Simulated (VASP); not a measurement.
# Al2InAs3 (I-4m2) in VASP: notebook

Runs on Al2InAs3. Level: PBE. Tasks: single point.

Everything below comes from runs of VASP 6.6.1. Logs are shortened: lines on timing, memory, paths and dates and some standing lists are left out, and cuts for length are marked.

### 1 The cell of the first run

The structure is tetragonal, space group I-4m2 (No. 119). The conventional cell has a = 4.150 Å, b = 4.150 Å, c = 17.661 Å, α = 90.00°, β = 90.00°, γ = 90.00°. Al (site symmetry 2mm) has 4 As at 2.49 to 2.50 Å within 3.3 Å. In (site symmetry -4m2) has 4 As at 2.64 Å within 3.5 Å. Within 3.3 Å of As (site symmetry 2mm) lie 2 Al at 2.49 Å and 2 In at 2.64 Å. As (site symmetry -4m2) has 4 Al at 2.50 Å within 3.3 Å.

### 2 Single point, PBE

Contents of INCAR:

```
PREC     = Accurate       # precision mode
ENCUT    = 520            # plane-wave cutoff, eV
EDIFF    = 1E-7           # SCF threshold, eV
ISMEAR   = 0              # smearing method
SIGMA    = 0.1            # smearing width, eV
LREAL    = False          # projectors in reciprocal space
LASPH    = True           # aspherical terms in the spheres
NELM     = 80             # most SCF steps
ALGO     = Normal         # electronic algorithm
ISIF     = 2              # what is computed and relaxed
LWAVE    = False          # write WAVECAR
LCHARG   = False          # write CHGCAR
GGA      = PE             # functional
NBANDS   = 26             # bands
```

Contents of KPOINTS:

```
regular mesh
0
Gamma
  6 6 6
```

Contents of POSCAR:

```
Al2InAs3
1.0
   -2.0750727000      2.0750727000      8.8307467000
    2.0750727000     -2.0750727000      8.8307467000
    2.0750727000      2.0750727000     -8.8307467000
Al In As
2 1 3
Direct
    0.8293350000      0.8293350000      0.0000000000
    0.1706650000      0.1706650000      0.0000000000
    0.5000000000      0.5000000000      0.0000000000
    0.4073040000      0.9073040000      0.5000000000
    0.0926960000      0.5926960000      0.5000000000
    0.7500000000      0.2500000000      0.5000000000
```

Potentials or basis: VASP PAW PBE potentials, release 64 (Al, In_d, As).

Run with:

```
cat potpaw_PBE.64/Al/POTCAR potpaw_PBE.64/In_d/POTCAR potpaw_PBE.64/As/POTCAR > POTCAR
mpirun -np 1 vasp_std > vasp.out
```

OUTCAR:

```text
PREC = Accurate
   ENCUT = 520
   EDIFF = 1E-7
   ISMEAR = 0
   LREAL = False
   LASPH = True
   NELM = 80
   ISIF = 2
   GGA = PE

 ion  position               nearest neighbor table
   1  0.829  0.829  0.000-   4 2.49   4 2.49   6 2.50   6 2.50
   2  0.171  0.171  0.000-   5 2.49   5 2.49   6 2.50   6 2.50
   3  0.500  0.500  0.000-   5 2.64   4 2.64   5 2.64   4 2.64
   4  0.407  0.907  0.500-   1 2.49   1 2.49   3 2.64   3 2.64
   5  0.093  0.593  0.500-   2 2.49   2 2.49   3 2.64   3 2.64
   6  0.750  0.250  0.500-   1 2.50   2 2.50   1 2.50   2 2.50

  LATTYP: Found a body centered tetragonal cell.
 ALAT       =     4.1501454000
 C/A-ratio  =     4.2556324412

  Lattice vectors:

 A1 = (  -2.0750727000,   2.0750727000,   8.8307467000)
 A2 = (   2.0750727000,  -2.0750727000,   8.8307467000)
 A3 = (   2.0750727000,   2.0750727000,  -8.8307467000)

Analysis of symmetry for initial positions (statically):
=====================================================================
 Subroutine PRICEL returns:
 Original cell was already a primitive cell.

 Routine SETGRP: Setting up the symmetry group for a
 body centered tetragonal supercell.

 Subroutine GETGRP returns: Found  8 space group operations
 (whereof  8 operations were pure point group operations)
 out of a pool of 16 trial point group operations.

The static configuration has the point symmetry D_2d.

Analysis of symmetry for dynamics (positions and initial velocities):
=====================================================================
 Subroutine PRICEL returns:
 Original cell was already a primitive cell.

 Routine SETGRP: Setting up the symmetry group for a
 body centered tetragonal supercell.

 Subroutine GETGRP returns: Found  8 space group operations
 (whereof  8 operations were pure point group operations)
 out of a pool of 16 trial point group operations.

The dynamic configuration has the point symmetry D_2d.

 Subroutine INISYM returns: Found  8 space group operations
 (whereof  8 operations are pure point group operations),
 and found     1 'primitive' translations

----------------------------------------------------------------------------------------

                                     Primitive cell

  volume of cell :     152.0982

  direct lattice vectors                    reciprocal lattice vectors
    -2.075072700  2.075072700  8.830746700     0.000000000  0.240955413  0.056620354
     2.075072700 -2.075072700  8.830746700     0.240955413  0.000000000  0.056620354
     2.075072700  2.075072700 -8.830746700     0.240955413  0.240955413  0.000000000

  length of vectors
     9.305586532  9.305586532  9.305586532     0.247518435  0.247518435  0.340762413

  position of ions in fractional coordinates (direct lattice)
     0.829335000  0.829335000  0.000000000
     0.170665000  0.170665000  0.000000000
     0.500000000  0.500000000  0.000000000
     0.407304000  0.907304000  0.500000000
     0.092696000  0.592696000  0.500000000
     0.750000000  0.250000000  0.500000000

  ion indices of the primitive-cell ions
   primitive index   ion index
                 1           1
                 2           2
                 3           3
                 4           4
                 5           5
                 6           6

----------------------------------------------------------------------------------------

 KPOINTS: regular mesh

Automatic generation of k-mesh.
 Grid dimensions read from file:
 generate k-points for:    6    6    6

 Generating k-lattice:

  Cartesian coordinates                     Fractional coordinates (reciprocal lattice)
     0.000000000  0.040159236  0.009436726     0.166666667 -0.000000000  0.000000000
     0.040159236  0.000000000  0.009436726    -0.000000000  0.166666667  0.000000000
     0.040159236  0.040159236  0.000000000     0.000000000  0.000000000  0.166666667

  Length of vectors
     0.041253072  0.041253072  0.056793736

  Shift w.r.t. Gamma in fractional coordinates (k-lattice)
     0.000000000  0.000000000  0.000000000

 Subroutine IBZKPT returns following result:
 ===========================================

 Found     30 irreducible k-points:

 Following reciprocal coordinates:
            Coordinates               Weight
  0.000000  0.000000  0.000000      1.000000
  0.166667  0.000000 -0.000000      8.000000
  0.333333  0.000000 -0.000000      8.000000
  0.500000  0.000000  0.000000      4.000000
  0.166667  0.166667  0.000000      8.000000
  0.333333  0.166667 -0.000000     16.000000
[... 16 lines left out ...]
 -0.333333 -0.333333  0.166667      8.000000
 -0.166667 -0.333333  0.166667      8.000000
 [... further k-points ...]
   k-points           NKPTS =     30   k-points in BZ     NKDIM =     30   number of bands    NBANDS=     26
   number of dos      NEDOS =    301   number of ions     NIONS =      6
   total plane-waves  NPLWV = 343000
   dimension x,y,z NGX =    70 NGY =   70 NGZ =   70
   dimension x,y,z NGXF=   140 NGYF=  140 NGZF=  140
   ions per type =               2   1   3
   NGX,Y,Z   is equivalent  to a cutoff of  12.51, 12.51, 12.51 a.u.
   NGXF,Y,Z  is equivalent  to a cutoff of  25.01, 25.01, 25.01 a.u.
 SYSTEM =  unknown system
   PREC   = accura    normal or accurate (medium, high low for compatibility)
   ISTART =      0    job   : 0-new  1-cont  2-samecut
   ICHARG =      2    charge: 1-file 2-atom 10-const
   ISPIN  =      1    spin polarized calculation?
   LNONCOLLINEAR =      F non collinear calculations
   LSORBIT =      F    spin-orbit coupling
   LASPH  =      T    aspherical Exc in radial PAW
   ENCUT  =  520.0 eV  38.22 Ry    6.18 a.u.  17.30 17.30 17.30*2*pi/ulx,y,z
   NELM   =     80;   NELMIN=  2; NELMDL= -5     # of ELM steps
   EDIFF  = 0.1E-06   stopping-criterion for ELM
   LREAL  =      F    real-space projection
   EDIFFG = 0.1E-05   stopping-criterion for IOM
   NSW    =      0    number of steps for IOM
   IBRION =     -1    ionic relax: 0-MD 1-quasi-New 2-CG
   NFREE  =      0    steps in history (QN), initial steepest desc. (CG)
   ISIF   =      2    stress and relaxation
   ISYM   =      2    0-nonsym 1-usesym 2-fastsym
   POTIM  = 0.5000    time-step for ionic-motion
   TEBEG  =    0.0;   TEEND  =   0.0 temperature during run
   PSTRESS=    0.0 pullay stress
   NELECT =      34.0000    total number of electrons
   NUPDOWN=      -1.0000    fix difference up-down
   EMIN   =  10.00;   EMAX   =-10.00  energy-range for DOS
   EFERMI =   0.00;   METHOD = LEGACY
   ISMEAR =     0;   SIGMA  =   0.10  broadening in eV -4-tet -1-fermi 0-gaus
   EFERMI_NEDOS =   21; number of points for ismear=-14 and -15
   IALGO  =     38    algorithm
   IMIX   =      4    mixing-type and parameters
     AMIX     =   0.40;   BMIX     =  1.00
     AMIX_MAG =   1.60;   BMIX_MAG =  1.00
  volume/ion in A,a.u.               =      25.35       171.07
  Fermi-wavevector in a.u.,A,eV,Ry     =   0.993558  1.877552 13.431087  0.987157
  Thomas-Fermi vector in A             =   2.125448
   LORBIT       =      0    0 simple, 1 ext, 2 COOP (PROOUT), +10 PAW based schemes
   GGA     = PE    functional components
   LHFCALC =     F    Hartree Fock is set to
   AEXX    =    0.0000 exact exchange contribution
   IVDW    =     0    specifies the selected vdW correction
   LEPSILON=     F    determine dielectric tensor
   LRPA    =     F    only Hartree local field effects (RPA)
 non-spin polarized calculation
 Gauss-broadening in eV      SIGMA  =   0.10
  energy-cutoff  :      520.00
  volume of cell :      152.10
 maximum number of plane-waves:      4110
 NGX is ok and might be reduce to    70
   NGX = 35   NGY = 35   NGZ = 35

 number of electron      34.0000004 magnetization

 Free energy of the ion-electron system (eV)
  ---------------------------------------------------
  ext. energy  EPLUGINS =         0.00000000
  ---------------------------------------------------
  free energy    TOTEN  =       -26.39430007 eV

  energy without entropy =      -26.39430007  energy(sigma->0) =      -26.39430007

 E-fermi :   4.2598     XC(G=0):  -8.9041

 val. band max:        3.8213734151   @ k =   0.0000   0.0000   0.0000
 cond. band min:       4.6626373731   @ k =   0.0000   0.0000   0.0000
 fundamental gap:      0.8412639580
 Fermi energy:         4.2597952161

 k-point     1 :       0.0000    0.0000    0.0000
  band No.  band energies     occupation
      1     -10.4143      2.00000
      2     -10.2750      2.00000
      3     -10.2750      2.00000
      4     -10.2129      2.00000
      5     -10.2049      2.00000
      6      -7.8638      2.00000
[... 18 lines left out ...]
     25       7.9156      0.00000
     26      11.3057      0.00000

 k-point     2 :       0.1667    0.0000   -0.0000
  band No.  band energies     occupation
      1     -10.4038      2.00000
      2     -10.2948      2.00000
      3     -10.2741      2.00000
      4     -10.2093      2.00000
      5     -10.2087      2.00000
      6      -7.6821      2.00000
[... 18 lines left out ...]
     25       8.5517      0.00000
     26       9.6365      0.00000

 k-point     3 :       0.3333    0.0000   -0.0000
  band No.  band energies     occupation
      1     -10.3892      2.00000
      2     -10.3275      2.00000
      3     -10.2724      2.00000
      4     -10.2182      2.00000
      5     -10.1992      2.00000
      6      -7.1942      2.00000
[... 18 lines left out ...]
     25       8.9490      0.00000
     26       9.5480      0.00000

 k-point     4 :       0.5000    0.0000    0.0000
  band No.  band energies     occupation
      1     -10.3893      2.00000
      2     -10.3363      2.00000
      3     -10.2715      2.00000
      4     -10.2227      2.00000
      5     -10.1938      2.00000
      6      -6.6830      2.00000
[... 18 lines left out ...]
     25       8.8837      0.00000
     26       9.3090      0.00000
[... 496 lines left out ...]
      1     -10.3893      2.00000
      2     -10.3275      2.00000
      3     -10.2724      2.00000
      4     -10.2182      2.00000
      5     -10.1991      2.00000
      6      -7.1161      2.00000
[... 18 lines left out ...]
     25       9.3517      0.00000
     26       9.9783      0.00000

 k-point    23 :      -0.3333   -0.3333    0.1667
  band No.  band energies     occupation
      1     -10.3947      2.00000
      2     -10.3036      2.00000
      3     -10.2806      2.00000
      4     -10.2142      2.00000
      5     -10.2050      2.00000
      6      -7.3899      2.00000
[... 18 lines left out ...]
     25       8.9605      0.00000
     26       9.2836      0.00000

 k-point    24 :      -0.1667   -0.3333    0.1667
  band No.  band energies     occupation
      1     -10.4040      2.00000
      2     -10.2948      2.00000
      3     -10.2741      2.00000
      4     -10.2093      2.00000
      5     -10.2086      2.00000
      6      -7.6105      2.00000
[... 18 lines left out ...]
     25       8.4032      0.00000
     26       9.3955      0.00000

 [... further k-points ...]
[... 5 lines left out ...]
  --------------------------------------------------------------------------------------
  -------------------------------------------------------------------------------------
  Total        0.1283921      0.1283921      0.0230513      0.0000000      0.0000000      0.0000000
  in kB        1.3524615      1.3524615      0.2428185      0.0000000      0.0000000      0.0000000
  external PRESSURE =       0.9825805 kB  Pullay stress =       0.0000000 kB

 VOLUME and BASIS-vectors are now :
 -----------------------------------------------------------------------------
  energy-cutoff  :      520.00
  volume of cell :      152.10
      direct lattice vectors                 reciprocal lattice vectors
    -2.075072700  2.075072700  8.830746700     0.000000000  0.240955413  0.056620354
     2.075072700 -2.075072700  8.830746700     0.240955413  0.000000000  0.056620354
     2.075072700  2.075072700 -8.830746700     0.240955413  0.240955413  0.000000000

 POSITION                                       TOTAL-FORCE (eV/Angst)
 -----------------------------------------------------------------------------------
      0.00000      0.00000     14.64729         0.000000     -0.000000     -0.000814
      0.00000      0.00000      3.01420         0.000000     -0.000000      0.000814
      0.00000      0.00000      8.83075        -0.000000      0.000000     -0.000000
      2.07507      0.00000      7.19360        -0.000000      0.000000      0.000072
      2.07507      0.00000      1.63715        -0.000000      0.000000     -0.000072
     -0.00000      2.07507      4.41537        -0.000000      0.000000      0.000000
 -----------------------------------------------------------------------------------
    total drift:                               -0.000000      0.000000      0.000000

  FREE ENERGIE OF THE ION-ELECTRON SYSTEM (eV)
  ---------------------------------------------------
  free  energy   TOTEN  =       -26.3943000696 eV

  energy  without entropy=      -26.3943000696  energy(sigma->0) =      -26.39430007
```

Run time: 8.3 min. Hardware: 1 thread of AMD EPYC 7R43 (Zen 3), shared host; peak memory 0.67 GiB.

What came out:

| Item | Value |
| --- | --- |
| Free energy | -26.3943 eV |
| Pressure | 0.1 GPa |
| Band gap on the k mesh | 0.84 eV, direct |

Stress tensor (GPa, compression positive):
```
0.14 0.00 0.00
0.00 0.14 0.00
0.00 0.00 0.02
```

Caveat: spin-orbit coupling is left out, which moves the levels of the heavy elements.

### 3 Single point, PBE (volume scaled by 1.03, then relaxed in part)

Contents of INCAR:

```
SYSTEM = Al2InAs3
PREC = Accurate
ENCUT = 520
EDIFF = 1E-6
ISMEAR = 0
SIGMA = 0.02
LREAL = .FALSE.
LASPH = .TRUE.
NELM = 80
ALGO = Normal
ISIF = 2
LWAVE = .FALSE.
LCHARG = .FALSE.
GGA = PE
NBANDS = 26
```

Contents of KPOINTS:

```
Automatic mesh
0
G
  10 10 10
  0 0 0
```

Contents of POSCAR:

```
Al2InAs3
1.0
   -2.0953822986      2.0953822986      8.9202031358
    2.0953822986     -2.0953822986      8.9202031358
    2.0953822986      2.0953822986     -8.9202031358
Al In As
2 1 3
Direct
    0.8293751142      0.8293751142      0.0000000000
    0.1706248858      0.1706248858      0.0000000000
    0.5000000000      0.5000000000      0.0000000000
    0.4074413004      0.9074413004      0.5000000000
    0.0925586996      0.5925586996      0.5000000000
    0.7500000000      0.2500000000      0.5000000000
```

Potentials or basis: VASP PAW PBE potentials, release 64 (Al, In_d, As).

Run with:

```
cat potpaw_PBE.64/Al/POTCAR potpaw_PBE.64/In_d/POTCAR potpaw_PBE.64/As/POTCAR > POTCAR
mpirun -np 1 vasp_std > vasp.out
```

Wall time 14 min (1 thread of Intel Xeon Platinum 8559C (Emerald Rapids), shared host); peak memory 0.94 GiB.

The run converged. Its results:

| Property | Result |
| --- | --- |
| Free energy | -26.3863 eV |
| Pressure | -1.6 GPa |
| Largest force | 0.004 eV/Å |
| Band gap on the k mesh | 0.65 eV, direct |

Forces in eV/Å, atoms in the order of the input:
```
Al   0.000  0.000 -0.001
Al   0.000  0.000  0.001
In   0.000  0.000  0.000
As   0.000  0.000 -0.004
As   0.000  0.000  0.004
As   0.000  0.000  0.000
```

Levels at points of the mesh, in eV from the valence-band top:
| k point | band 14 | band 15 | band 16 | band 17 | band 18 | band 19 | band 20 | band 21 |
| --- | --- | --- | --- | --- | --- | --- | --- | --- |
| (0.00, 0.00, 0.00) | -1.58 | -0.18 | 0.00 | 0.00 | 0.65 | 1.71 | 2.09 | 2.64 |
| (0.50, 0.00, 0.00) | -1.17 | -1.14 | -0.88 | -0.45 | 1.38 | 2.53 | 2.71 | 4.18 |
| (0.50, 0.50, 0.00) | -2.53 | -2.52 | -2.08 | -2.08 | 1.53 | 1.99 | 3.05 | 3.14 |
| (0.50, 0.50, 0.50) | -0.99 | -0.99 | -0.53 | -0.53 | 1.50 | 2.08 | 2.66 | 2.91 |

Caveat: spin-orbit coupling is left out, which moves the levels of the heavy elements.

### 4 Single point, PBE (volume scaled by 1.06, then relaxed in part)

Contents of INCAR:

```
PREC = Accurate ; ENCUT = 520
EDIFF = 1E-7 ; ISMEAR = 0
SIGMA = 0.02 ; LREAL = F
LASPH = T ; NELM = 60
ALGO = Normal ; ISIF = 2
LWAVE = F ; LCHARG = F
GGA = PE ; NBANDS = 26
```

Contents of KPOINTS:

```
Automatic mesh
0
Gamma
  10 10 10
```

Edit POSCAR of step 3 so:

```diff
@@ -2,5 +2,5 @@
 1.0
-   -2.0953822986      2.0953822986      8.9202031358
-    2.0953822986     -2.0953822986      8.9202031358
-    2.0953822986      2.0953822986     -8.9202031358
+   -2.1155314413      2.1155314413      9.0059795818
+    2.1155314413     -2.1155314413      9.0059795818
+    2.1155314413      2.1155314413     -9.0059795818
 Al In As
```

Run with:

```
cat potpaw_PBE.64/Al/POTCAR potpaw_PBE.64/In_d/POTCAR potpaw_PBE.64/As/POTCAR > POTCAR
mpirun -np 1 vasp_std > vasp.out
```

It took 15 min on 1 thread of Intel Xeon Platinum 8559C (Emerald Rapids), shared host; peak memory 1 GiB.

It converged, with:

```yaml
Free_energy: -26.3206 eV
Pressure: -3.0 GPa
Largest_force: 0.008 eV/Å
Band_gap_on_the_k_mesh: 0.47 eV, direct
```

Forces in eV/Å, atoms in the order of the input:
```
Al   0.000  0.000 -0.003
Al   0.000  0.000  0.003
In   0.000  0.000  0.000
As   0.000  0.000  0.008
As   0.000  0.000 -0.008
As   0.000  0.000  0.000
```

Levels at points of the mesh, in eV from the valence-band top:
| k point | band 13 | band 14 | band 15 | band 16 | band 17 | band 18 | band 19 | band 20 | band 21 | band 22 |
| --- | --- | --- | --- | --- | --- | --- | --- | --- | --- | --- |
| (0.00, 0.00, 0.00) | -1.52 | -1.52 | -0.17 | 0.00 | 0.00 | 0.47 | 1.73 | 2.09 | 2.61 | 3.01 |
| (0.50, 0.00, 0.00) | -2.10 | -1.13 | -1.11 | -0.85 | -0.44 | 1.30 | 2.46 | 2.61 | 4.16 | 4.51 |
| (0.50, 0.50, 0.00) | -2.58 | -2.44 | -2.43 | -2.01 | -2.01 | 1.57 | 1.97 | 3.05 | 3.13 | 3.64 |
| (0.50, 0.50, 0.50) | -2.11 | -0.96 | -0.96 | -0.50 | -0.50 | 1.52 | 2.07 | 2.53 | 2.76 | 2.95 |

Caveat: spin-orbit coupling is left out, which moves the levels of the heavy elements.

(Continued in part 2 of 2.)
